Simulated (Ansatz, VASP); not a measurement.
# Mg3TeSe2 in VASP and in Ansatz

```
CELL_PARAMETERS angstrom
4.00773 0.00000 0.00000
-2.00386 3.47079 0.00000
0.00000 0.00000 9.82297
ATOMIC_POSITIONS crystal
Mg 0.33333 0.66667 0.18174
Mg 0.66667 0.33333 0.81826
Mg 0.00000 0.00000 0.50000
Te 0.00000 0.00000 0.00000
Se 0.33333 0.66667 0.65934
Se 0.66667 0.33333 0.34065
```

Change from the starting cell: relaxed end of: species swapped into the InSn2Te3 type (P-3m1, No. 164).

Alike in both runs: functional PBE; k mesh 12 × 12 × 4; occupations gaussian, width 0.02 eV; no spin polarisation.

Ansatz relaxed the structure, and its values are those at the end. VASP's run is a single point on that final structure, the one shown.

```csv
,VASP,Ansatz
version,VASP 6.6.1,Ansatz 0.2.0
potentials or method,"VASP PAW PBE potentials, release 64 (Mg, Te, Se), cutoff 520 eV","scalar-relativistic, plane waves, PAW"
valence electrons in the cell,24,78
```

Ansatz gave:

```
gap on the k mesh at the Fermi level (eV) : 0.50
least direct gap on the mesh (eV)         : 1.21
pressure (GPa)                            : 0.0
```

Problem. Which values does VASP return?

Solution. gap on the k mesh at the Fermi level (eV): 0.47; least direct gap on the mesh (eV): 1.19; pressure (GPa): -0.1.

VASP's potentials hold 24 valence electrons a cell and Ansatz's 78, so a difference there can come from the potentials and not from the codes.

Spin-orbit coupling is off throughout.
